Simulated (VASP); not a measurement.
# BN (P6_3mc) in VASP: notebook

BN is run at these levels: PBE; tasks: single point.

Everything below comes from runs of VASP 6.6.1. Logs are shortened: lines on timing, memory, paths and dates and some standing lists are left out, and cuts for length are marked.

## Step 1: The cell of the first run

The structure is hexagonal, space group P6_3mc (No. 186). The conventional cell has a = 2.555 Å, b = 2.555 Å, c = 4.225 Å, α = 90.00°, β = 90.00°, γ = 120.00°. B (site symmetry 3m) has 4 N at 1.57 to 1.58 Å within 2.1 Å. N (site symmetry 3m) has 4 B at 1.57 to 1.58 Å within 2.1 Å.

## Step 2: Single point, PBE

INCAR

```
ALGO = Normal
EDIFF = 1E-7
ENCUT = 520
GGA = PE
ISIF = 2
ISMEAR = 0
LASPH = T
LCHARG = F
LREAL = Auto
LWAVE = F
NBANDS = 46
NELM = 60
PREC = Accurate
SIGMA = 0.05
```

KPOINTS

```
k-points
0
Gamma
  6 6 6
```

POSCAR

```
BN
1.0
   -2.5545800964      0.0000000000      4.2245145354
   -2.5545800964      0.0000000000     -4.2245145354
    2.5545800964     -4.4246625189      0.0000000000
B N
8 8
Direct
    0.6665695941      0.6667637392      0.3333333333
    0.6665695941      0.6667637392      0.8333333333
    0.1665695941      0.1667637392      0.3333333333
    0.1665695941      0.1667637392      0.8333333333
    0.5832362608      0.0834304059      0.1666666667
    0.5832362608      0.0834304059      0.6666666667
    0.0832362608      0.5834304059      0.1666666667
    0.0832362608      0.5834304059      0.6666666667
    0.4792637392      0.8540695941      0.3333333333
    0.4792637392      0.8540695941      0.8333333333
    0.9792637392      0.3540695941      0.3333333333
    0.9792637392      0.3540695941      0.8333333333
    0.3959304059      0.2707362608      0.1666666667
    0.3959304059      0.2707362608      0.6666666667
    0.8959304059      0.7707362608      0.1666666667
    0.8959304059      0.7707362608      0.6666666667
```

Potentials or basis: VASP PAW PBE potentials, release 64 (B, N).

Command:

```
> cat potpaw_PBE.64/B/POTCAR potpaw_PBE.64/N/POTCAR > POTCAR
> mpirun -np 1 vasp_std > vasp.out
```

OUTCAR:

```text
EDIFF = 1E-7
   ENCUT = 520
   GGA = PE
   ISIF = 2
   ISMEAR = 0
   LASPH = T
   LREAL = Auto
   NELM = 60
   PREC = Accurate

 ion  position               nearest neighbor table
   1  0.667  0.667  0.333-  13 1.57  15 1.57  16 1.57   9 1.58
   2  0.667  0.667  0.833-  14 1.57  16 1.57  15 1.57  10 1.58
   3  0.167  0.167  0.333-  13 1.57  15 1.57  14 1.57  11 1.58
   4  0.167  0.167  0.833-  14 1.57  16 1.57  13 1.57  12 1.58
   5  0.583  0.083  0.167-   9 1.57  11 1.57  10 1.57  13 1.58
   6  0.583  0.083  0.667-  10 1.57  12 1.57   9 1.57  14 1.58
[... 8 lines left out ...]
  15  0.896  0.771  0.167-   1 1.57   3 1.57   2 1.57   7 1.58
  16  0.896  0.771  0.667-   2 1.57   4 1.57   1 1.57   8 1.58

  LATTYP: Found a face centered orthorhombic cell.
 ALAT       =     5.1091601928
 B/A-ratio  =     1.6537021256
 C/A-ratio  =     1.7320508075

  Lattice vectors:

 A1 = (   0.0000000000,  -4.4246625189,  -4.2245145354)
 A2 = (  -2.5545800964,  -4.4246625189,   0.0000000000)
 A3 = (  -2.5545800964,   0.0000000000,  -4.2245145354)

Analysis of symmetry for initial positions (statically):
=====================================================================
 Subroutine PRICEL returns following result:

  LATTYP: Found a hexagonal cell.
 ALAT       =     2.5545800964
 C/A-ratio  =     1.6537021256

  Lattice vectors:

 A1 = (  -1.2772900482,   2.2123312594,   0.0000000000)
 A2 = (   2.5545800964,   0.0000000000,   0.0000000000)
 A3 = (   0.0000000000,   0.0000000000,  -4.2245145354)

   4 primitive cells build up your supercell.

 Routine SETGRP: Setting up the symmetry group for a
 face centered orthorhombic supercell.

 Subroutine GETGRP returns: Found  4 space group operations
 (whereof  2 operations were pure point group operations)
 out of a pool of  8 trial point group operations.

The static configuration has the point symmetry C_1h.
 The point group associated with its full space group is C_2v.

Analysis of symmetry for dynamics (positions and initial velocities):
=====================================================================
 Subroutine PRICEL returns following result:

  LATTYP: Found a hexagonal cell.
 ALAT       =     2.5545800964
 C/A-ratio  =     1.6537021256

  Lattice vectors:

 A1 = (  -1.2772900482,   2.2123312594,   0.0000000000)
 A2 = (   2.5545800964,   0.0000000000,   0.0000000000)
 A3 = (   0.0000000000,   0.0000000000,  -4.2245145354)
[... 119 lines left out ...]
   IBRION =     -1    ionic relax: 0-MD 1-quasi-New 2-CG
   NFREE  =      0    steps in history (QN), initial steepest desc. (CG)
   ISIF   =      2    stress and relaxation
   ISYM   =      2    0-nonsym 1-usesym 2-fastsym
   POTIM  = 0.5000    time-step for ionic-motion
   TEBEG  =    0.0;   TEEND  =   0.0 temperature during run
   PSTRESS=    0.0 pullay stress
   NELECT =      64.0000    total number of electrons
   NUPDOWN=      -1.0000    fix difference up-down
   EMIN   =  10.00;   EMAX   =-10.00  energy-range for DOS
   EFERMI =   0.00;   METHOD = LEGACY
   ISMEAR =     0;   SIGMA  =   0.05  broadening in eV -4-tet -1-fermi 0-gaus
   EFERMI_NEDOS =   21; number of points for ismear=-14 and -15
   IALGO  =     38    algorithm
   IMIX   =      4    mixing-type and parameters
     AMIX     =   0.40;   BMIX     =  1.00
     AMIX_MAG =   1.60;   BMIX_MAG =  1.00
  volume/ion in A,a.u.               =       5.97        40.28
  Fermi-wavevector in a.u.,A,eV,Ry     =   1.432625  2.707270 27.924811  2.052416
  Thomas-Fermi vector in A             =   2.552232
   LORBIT       =      0    0 simple, 1 ext, 2 COOP (PROOUT), +10 PAW based schemes
   GGA     = PE    functional components
   LHFCALC =     F    Hartree Fock is set to
   AEXX    =    0.0000 exact exchange contribution
   IVDW    =     0    specifies the selected vdW correction
   LEPSILON=     F    determine dielectric tensor
   LRPA    =     F    only Hartree local field effects (RPA)
 non-spin polarized calculation
 Gauss-broadening in eV      SIGMA  =   0.05
  energy-cutoff  :      520.00
  volume of cell :       95.50
 maximum number of plane-waves:      2616
 NGX is ok and might be reduce to    40

 number of electron      64.0000005 magnetization

 Free energy of the ion-electron system (eV)
  ---------------------------------------------------
  ext. energy  EPLUGINS =         0.00000000
  ---------------------------------------------------
  free energy    TOTEN  =      -139.33528411 eV

  energy without entropy =     -139.33528411  energy(sigma->0) =     -139.33528411

 E-fermi :   7.6782     XC(G=0): -12.7612

 val. band max:        7.4285136917   @ k =   0.0000   0.0000   0.0000
 cond. band min:      12.6390481697   @ k =  -0.3333  -0.3333   0.3333
 fundamental gap:      5.2105344780
 Fermi energy:         7.6781924192

 k-point     1 :       0.0000    0.0000    0.0000
  band No.  band energies     occupation
      1     -12.8570      2.00000
      2      -8.8110      2.00000
      3      -8.7496      2.00000
      4      -8.0707      2.00000
      5      -8.0707      2.00000
      6      -8.0707      2.00000
[... 1117 lines left out ...]
     43      17.7057      0.00000
     44      18.0348      0.00000

 [... further k-points ...]

 [bands above 44 left out]

------------------------ aborting loop because EDIFF is reached ----------------------------------------

  FORCE on cell =-STRESS in cart. coord.  units (eV):
  Direction    XX          YY          ZZ          XY          YZ          ZX
  --------------------------------------------------------------------------------------
  -------------------------------------------------------------------------------------
  Total        0.1266491      0.1222793      0.1133435      0.0000000      0.0000000      0.0000000
  in kB        2.1247421      2.0514320      1.9015194      0.0000000      0.0000000      0.0000000
  external PRESSURE =       2.0258978 kB  Pullay stress =       0.0000000 kB

 VOLUME and BASIS-vectors are now :
 -----------------------------------------------------------------------------
  energy-cutoff  :      520.00
  volume of cell :       95.50
      direct lattice vectors                 reciprocal lattice vectors
    -2.554580096  0.000000000  4.224514535    -0.195726883 -0.113002969  0.118356795
    -2.554580096  0.000000000 -4.224514535    -0.195726883 -0.113002969 -0.118356795
     2.554580096 -4.424662519  0.000000000     0.000000000 -0.226005937  0.000000000

 POSITION                                       TOTAL-FORCE (eV/Angst)
 -----------------------------------------------------------------------------------
     -2.55458     -1.47489     -0.00082        -0.000000     -0.001558     -0.000520
     -1.27729     -3.68722     -0.00082        -0.000000     -0.001558     -0.000520
      0.00000     -1.47489     -0.00082        -0.000000     -0.001558     -0.000520
      1.27729     -3.68722     -0.00082         0.000000     -0.001558     -0.000520
     -1.27729     -0.73744      2.11144        -0.000000      0.001558     -0.000520
      0.00000     -2.94978      2.11144         0.000000      0.001558     -0.000520
[... 8 lines left out ...]
     -3.83187     -0.73744      0.52888        -0.000000     -0.000624      0.000520
     -2.55458     -2.94978      0.52888         0.000000     -0.000624      0.000520
 -----------------------------------------------------------------------------------
    total drift:                               -0.000000      0.000000      0.004323

  FREE ENERGIE OF THE ION-ELECTRON SYSTEM (eV)
  ---------------------------------------------------
  free  energy   TOTEN  =      -139.3352841083 eV

  energy  without entropy=     -139.3352841083  energy(sigma->0) =     -139.33528411
```

OSZICAR:

```text
N       E                     dE             d eps       ncg     rms          rms(c)
DAV:   1     0.253377930579E+03    0.25338E+03   -0.34204E+04  4232   0.137E+03
DAV:   2    -0.131328001396E+03   -0.38471E+03   -0.36716E+03  5358   0.313E+02
DAV:   3    -0.146835542908E+03   -0.15508E+02   -0.15425E+02  5520   0.630E+01
DAV:   4    -0.146980971884E+03   -0.14543E+00   -0.14516E+00  5384   0.633E+00
DAV:   5    -0.146983146706E+03   -0.21748E-02   -0.21734E-02  5374   0.724E-01    0.188E+01
DAV:   6    -0.139979263318E+03    0.70039E+01   -0.19986E+01  5056   0.189E+01    0.891E+00
DAV:   7    -0.139452920711E+03    0.52634E+00   -0.10944E+00  5114   0.498E+00    0.544E+00
DAV:   8    -0.139339835258E+03    0.11309E+00   -0.31431E-01  4994   0.266E+00    0.509E-01
DAV:   9    -0.139334183234E+03    0.56520E-02   -0.15595E-02  5394   0.630E-01    0.252E-01
DAV:  10    -0.139335275135E+03   -0.10919E-02   -0.21745E-03  5058   0.231E-01    0.678E-02
DAV:  11    -0.139335272108E+03    0.30275E-05   -0.41379E-04  5370   0.894E-02    0.216E-02
DAV:  12    -0.139335283137E+03   -0.11029E-04   -0.29767E-05  5210   0.296E-02    0.554E-03
DAV:  13    -0.139335284071E+03   -0.93334E-06   -0.11106E-06  5324   0.584E-03    0.209E-03
DAV:  14    -0.139335284108E+03   -0.37658E-07   -0.33024E-08  3576   0.106E-03
   1 F= -.13933528E+03 E0= -.13933528E+03  d E =-.386773E-14
```

It took 6.8 min on 1 thread of Intel Xeon Platinum 8259CL at 2.50GHz (Skylake/Cascade Lake), shared host; peak memory 0.31 GiB.

What came out:

```yaml
Free_energy: -139.3353 eV
Pressure: 0.2 GPa
Band_gap_on_the_k_mesh: 5.21 eV
```

Levels at points of the mesh, in eV from the valence-band top:
| k point | band 29 | band 30 | band 31 | band 32 | band 33 | band 34 | band 35 | band 36 |
| --- | --- | --- | --- | --- | --- | --- | --- | --- |
| (0.00, 0.00, 0.00) | -2.09 | -0.26 | 0.00 | 0.00 | 6.56 | 6.56 | 6.56 | 6.56 |
| (0.50, 0.00, 0.00) | -2.05 | -2.05 | -1.63 | -1.63 | 7.12 | 7.12 | 7.53 | 7.53 |
| (0.50, 0.50, 0.00) | -1.16 | -1.16 | -1.16 | -1.16 | 6.56 | 6.56 | 6.68 | 6.68 |
| (0.00, 0.00, 0.50) | -1.60 | -1.60 | -1.13 | -1.13 | 7.26 | 7.26 | 8.66 | 8.66 |
| (0.50, 0.50, 0.50) | -2.64 | -2.64 | -2.64 | -2.64 | 6.29 | 6.29 | 7.86 | 7.86 |

A k mesh can miss the band edges.

## Step 3: Single point, PBE

This run uses another cell than the first one: it holds 8 atoms, not 16.

INCAR

```
  PREC = Accurate
  ENCUT = 520
  EDIFF = 1E-7
  ISMEAR = 0
  SIGMA = 0.05
  LREAL = False
  LASPH = True
  NELM = 80
  ALGO = Normal
  ISIF = 2
  LWAVE = False
  LCHARG = False
  GGA = PE
  NBANDS = 26
```

KPOINTS

```
regular mesh
0
Gamma
  10 10 10
```

POSCAR

```
BN
1.0
   -2.5545800964      0.0000000000      0.0000000000
   -0.0000000001      4.4246625189      0.0000000000
    1.2772900482     -2.2123312595     -4.2245145354
B N
4 4
Direct
    0.0000970726      0.6667637392      0.0001941452
    0.5000970726      0.1667637392      0.0001941452
    0.7500970726      0.0834304059      0.5001941452
    0.2500970726      0.5834304059      0.5001941452
    0.1874029274      0.8540695941      0.3748058548
    0.6874029274      0.3540695941      0.3748058548
    0.9374029274      0.2707362608      0.8748058548
    0.4374029274      0.7707362608      0.8748058548
```

Potentials or basis: VASP PAW PBE potentials, release 64 (B, N).

Command:

```
> cat potpaw_PBE.64/B/POTCAR potpaw_PBE.64/N/POTCAR > POTCAR
> mpirun -np 1 vasp_std > vasp.out
```

OUTCAR:

```text
PREC = Accurate
   ENCUT = 520
   EDIFF = 1E-7
   ISMEAR = 0
   LREAL = False
   LASPH = True
   NELM = 80
   ISIF = 2
   GGA = PE

 ion  position               nearest neighbor table
   1  0.000  0.667  0.000-   7 1.57   8 1.57   8 1.57   5 1.58
   2  0.500  0.167  0.000-   8 1.57   7 1.57   7 1.57   6 1.58
   3  0.750  0.083  0.500-   5 1.57   5 1.57   6 1.57   7 1.58
   4  0.250  0.583  0.500-   6 1.57   6 1.57   5 1.57   8 1.58
   5  0.187  0.854  0.375-   3 1.57   3 1.57   4 1.57   1 1.58
   6  0.687  0.354  0.375-   4 1.57   4 1.57   3 1.57   2 1.58
   7  0.937  0.271  0.875-   1 1.57   2 1.57   2 1.57   3 1.58
   8  0.437  0.771  0.875-   2 1.57   1 1.57   1 1.57   4 1.58

  LATTYP: Found a body centered orthorhombic cell.
 ALAT       =     2.5545800964
 B/A-ratio  =     1.7320508075
 C/A-ratio  =     3.3074042512

  Lattice vectors:

 A1 = (  -1.2772900482,   2.2123312595,   4.2245145354)
 A2 = (   1.2772900483,  -2.2123312594,   4.2245145354)
 A3 = (   1.2772900481,   2.2123312594,  -4.2245145354)

Analysis of symmetry for initial positions (statically):
=====================================================================
 Subroutine PRICEL returns following result:

  LATTYP: Found a hexagonal cell.
 ALAT       =     2.5545800964
 C/A-ratio  =     1.6537021256

  Lattice vectors:

 A1 = (   2.5545800964,  -0.0000000000,   0.0000000000)
 A2 = (  -1.2772900481,  -2.2123312594,   0.0000000000)
 A3 = (  -0.0000000001,  -0.0000000000,  -4.2245145354)

   2 primitive cells build up your supercell.

 Routine SETGRP: Setting up the symmetry group for a
 body centered orthorhombic supercell.

 Subroutine GETGRP returns: Found  4 space group operations
[... 152 lines left out ...]
   IMIX   =      4    mixing-type and parameters
     AMIX     =   0.40;   BMIX     =  1.00
     AMIX_MAG =   1.60;   BMIX_MAG =  1.00
  volume/ion in A,a.u.               =       5.97        40.28
  Fermi-wavevector in a.u.,A,eV,Ry     =   1.432625  2.707270 27.924811  2.052416
  Thomas-Fermi vector in A             =   2.552232
   LORBIT       =      0    0 simple, 1 ext, 2 COOP (PROOUT), +10 PAW based schemes
   GGA     = PE    functional components
   LHFCALC =     F    Hartree Fock is set to
   AEXX    =    0.0000 exact exchange contribution
   IVDW    =     0    specifies the selected vdW correction
   LEPSILON=     F    determine dielectric tensor
   LRPA    =     F    only Hartree local field effects (RPA)
 non-spin polarized calculation
 Gauss-broadening in eV      SIGMA  =   0.05
  energy-cutoff  :      520.00
  volume of cell :       47.75
 maximum number of plane-waves:      1312
   NGX =  9   NGY = 17   NGZ = 19

 number of electron      32.0000005 magnetization

 Free energy of the ion-electron system (eV)
  ---------------------------------------------------
  ext. energy  EPLUGINS =         0.00000000
  ---------------------------------------------------
  free energy    TOTEN  =       -69.66550776 eV

  energy without entropy =      -69.66550776  energy(sigma->0) =      -69.66550776

 E-fermi :   7.6763     XC(G=0): -12.7612

 val. band max:        7.4285830789   @ k =   0.0000   0.0000   0.0000
 cond. band min:      12.7571072573   @ k =   0.3000   0.0000   0.3000
 fundamental gap:      5.3285241783
 Fermi energy:         7.6763495768

 k-point     1 :       0.0000    0.0000    0.0000
  band No.  band energies     occupation
      1     -12.8569      2.00000
      2      -8.7495      2.00000
      3      -8.0706      2.00000
      4      -8.0706      2.00000
      5      -3.3904      2.00000
      6      -2.5041      2.00000
[... 685 lines left out ...]
     25      19.7418      0.00000
     26      20.8084      0.00000

 [... further k-points ...]

------------------------ aborting loop because EDIFF is reached ----------------------------------------

  FORCE on cell =-STRESS in cart. coord.  units (eV):
  Direction    XX          YY          ZZ          XY          YZ          ZX
  --------------------------------------------------------------------------------------
  -------------------------------------------------------------------------------------
  Total        0.0669316      0.0672567      0.0618727     -0.0000000      0.0000000      0.0000000
  in kB        2.2457704      2.2566779      2.0760288     -0.0000000      0.0000000      0.0000000
  external PRESSURE =       2.1928257 kB  Pullay stress =       0.0000000 kB

 VOLUME and BASIS-vectors are now :
 -----------------------------------------------------------------------------
  energy-cutoff  :      520.00
  volume of cell :       47.75
      direct lattice vectors                 reciprocal lattice vectors
    -2.554580096  0.000000000  0.000000000    -0.391453766 -0.000000000 -0.118356795
    -0.000000000  4.424662519  0.000000000     0.000000000  0.226005937 -0.118356795
     1.277290048 -2.212331259 -4.224514535     0.000000000  0.000000000 -0.236713590

 POSITION                                       TOTAL-FORCE (eV/Angst)
 -----------------------------------------------------------------------------------
     -0.00000      2.94978     -0.00082        -0.000000      0.000015     -0.000974
     -1.27729      0.73744     -0.00082        -0.000000      0.000015     -0.000974
     -1.27729     -0.73744     -2.11308        -0.000000     -0.000015     -0.000974
     -0.00000      1.47489     -2.11308        -0.000000     -0.000015     -0.000974
     -0.00000      2.94978     -1.58337         0.000000      0.000016      0.000974
     -1.27729      0.73744     -1.58337         0.000000      0.000016      0.000974
     -1.27729     -0.73744     -3.69563         0.000000     -0.000016      0.000974
     -0.00000      1.47489     -3.69563         0.000000     -0.000016      0.000974
 -----------------------------------------------------------------------------------
    total drift:                                0.000003      0.000003      0.000069

  FREE ENERGIE OF THE ION-ELECTRON SYSTEM (eV)
  ---------------------------------------------------
  free  energy   TOTEN  =       -69.6655077577 eV

  energy  without entropy=      -69.6655077577  energy(sigma->0) =      -69.66550776
```

It took 3.1 min on 1 thread of Intel Xeon Platinum 8259CL at 2.50GHz (Skylake/Cascade Lake), shared host; peak memory 0.28 GiB.

Results:

- Free energy: -69.6655 eV
- Pressure: 0.2 GPa
- Band gap on the k mesh: 5.33 eV

A k mesh can miss the band edges.
